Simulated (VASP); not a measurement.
A run of VASP 6.6.1 is set up as follows.

Contents of POSCAR:

```
H11C2NO4
1.0
    5.6545000000      0.0000000000      0.0000000000
    0.0000000000      5.6545000000      0.0000000000
    0.0000000000      0.0000000000      5.6545000000
O H C N
4 11 2 1
Direct
    0.2328057299      0.1748695729      0.5182597931
    0.4316562030      0.7212485631      0.3417631975
    0.1106552303      0.4114598992      1.1480060129
    0.7879564948      0.4170483686      0.5743390220
    0.3381200814      0.1311698647      0.6369440269
    0.1169864710      0.2950924043      0.5586700858
    0.3758245645      0.8707578035      0.3715271023
    0.2892563445      0.6339906269      0.3143514015
    0.1335750287      0.2983995048      1.2672738527
   -0.0466177381      0.3746042975      1.1071535945
    0.6838800955      0.4849942524      0.4501901141
    0.7221328146      0.4239278451      0.7245026085
    0.4717127951      0.7378901760      0.8659828455
    0.7306569989      0.8126624812      0.6877708020
    0.7582102750      0.7272084181      0.9800689716
    0.6513750111      0.8310549120      0.8606065965
    0.6615615881      1.0550004421      0.9728181095
    0.7170218410      1.2378105933      1.0505261296
```

File INCAR.step1:

```
SYSTEM = H11C2NO4
PREC = Accurate
ENCUT = 520
ISMEAR = -1
SIGMA = 0.05
LREAL = Auto
LASPH = .TRUE.
NELM = 80
NBANDS = 39
GGA = PE
ALGO = Normal
EDIFF = 1E-4
LWAVE = .TRUE.
LCHARG = .FALSE.
```

Contents of INCAR.step2:

```
SYSTEM = H11C2NO4
PREC = Accurate
ENCUT = 520
EDIFF = 1E-6
ISMEAR = -1
SIGMA = 0.05
LREAL = Auto
LASPH = .TRUE.
NELM = 80
ALGO = Normal
ISIF = 2
LWAVE = .FALSE.
LCHARG = .FALSE.
METAGGA = R2SCAN
LMIXTAU = .TRUE.
NBANDS = 39
ISTART = 1
```

Contents of KPOINTS:

```
Automatic mesh
0
G
  1 1 1
  0 0 0
```

Potentials or basis: VASP PAW PBE potentials, release 64 (O, H, C, N).

Launch:

```bash
$ cat potpaw_PBE.64/O/POTCAR potpaw_PBE.64/H/POTCAR potpaw_PBE.64/C/POTCAR potpaw_PBE.64/N/POTCAR > POTCAR
$ cp INCAR.step1 INCAR
$ mpirun -np 1 vasp_gam > vasp.out
$ cp INCAR.step2 INCAR
$ mpirun -np 1 vasp_gam > vasp.out
```

(1) Predict the largest force.

(2) What does it give for the band gap on the k mesh?

(3) Predict the pressure.

## Answers

(1) 3.130 eV/Å.

(2) 5.65 eV.

(3) 3.7 GPa.

Caveat: the k points lie up to 1.11 Å⁻¹ apart; the PAW data sets were made with another functional, which shifts forces and pressure a little.
